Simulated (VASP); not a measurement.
Crystal: MgO.

```xyz
2
Lattice="2.5562 0.0000 0.0000 0.0000 2.6233 0.0000 0.0000 0.0000 2.6233" Properties=species:S:1:pos:R:3 pbc="T T T"
Mg    0.0000    0.0000    0.0000
O     1.2781    1.3117    1.3117
```

This cell differs from its parent crystal: uniaxial x strain -2.6%.

Program: VASP 6.6.1. Alike in all runs: task single point; potentials or basis VASP PAW PBE potentials, release 64 (Mg, O); no spin polarisation; cell as given; cutoff (eV) 520. Hardware: 1 thread of AMD EPYC 7R43 64-Core Processor (Zen 3), with other jobs on the host.

Problem. Order these runs on this cell by their wall time, lowest first.
A. level PBE; k mesh 10 × 10 × 10; smearing fermi-dirac 0.02 eV
B. level HSE06; k mesh 6 × 6 × 6; smearing gaussian 0.01 eV; grid for exact exchange (PRECFOCK) Normal; screening parameter 0.2079 1/Å
C. level r2SCAN; k mesh 10 × 10 × 10; smearing gaussian 0.01 eV

Solution. A (14 s), C (64 s), B (910 s).
